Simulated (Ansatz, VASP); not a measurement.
NaH: VASP beside Ansatz

INCAR

```
SYSTEM = NaH
PREC = Accurate
ENCUT = 520
EDIFF = 1E-7
ISMEAR = 0
SIGMA = 0.1
LREAL = .FALSE.
LASPH = .TRUE.
NELM = 100
ALGO = Normal
ISIF = 2
LWAVE = .FALSE.
LCHARG = .TRUE.
GGA = RP
LELF = .TRUE.
LVHAR = .TRUE.
NBANDS = 11
```

Contents of KPOINTS:

```
Automatic mesh
0
G
  9 9 9
  0 0 0
```

File POSCAR:

```
NaH
1.0
    0.0000000000      2.4400000000      2.4400000000
    2.4400000000      0.0000000000      2.4400000000
    2.4400000000      2.4400000000      0.0000000000
Na H
1 1
Direct
    0.0000000000      0.0000000000      0.0000000000
    0.5000000000      0.5000000000      0.5000000000
```

input.yaml

```yaml
crystal:
  lattice:
    - [0.0, 2.44, 2.44]
    - [2.44, 0.0, 2.44]
    - [2.44, 2.44, 0.0]
  atoms:
    - { symbol: Na, position: [0.0, 0.0, 0.0] }
    - { symbol: H, position: [0.5, 0.5, 0.5] }
kpoints:
  mp_grid: { grid: [9, 9, 9] }
scf:
  occupations: { method: gaussian, width: 0.1 }
hamiltonian:
  xc: rpbe
  pseudopotentials: { kind: all_electron, lapw: { basis_error: 0.001 } }
output:
  forces: true
  stress: true
  eigenvalues: true
```

Alike in both runs: task single point; functional RPBE; k mesh 9 × 9 × 9; occupations gaussian, width 0.1 eV; no spin polarisation.

|  | VASP | Ansatz |
| --- | --- | --- |
| version | VASP 6.6.1 | Ansatz 0.2.0 |
| potentials or method | VASP PAW PBE potentials, release 64 (Na_pv, H), cutoff 520 eV | all-electron LAPW, scalar-relativistic |

Ansatz gave:

* gap on the k mesh at the Fermi level (eV): 4.22
* least direct gap on the mesh (eV): 4.89
* pressure (GPa): 0.7

**Question.** Which values does VASP return?

**Answer.** gap on the k mesh at the Fermi level (eV): 4.22; least direct gap on the mesh (eV): 4.88; pressure (GPa): 0.6.

VASP's potentials were made for PBE, not for RPBE. Ansatz ran all-electron here, and VASP with PAW potentials.
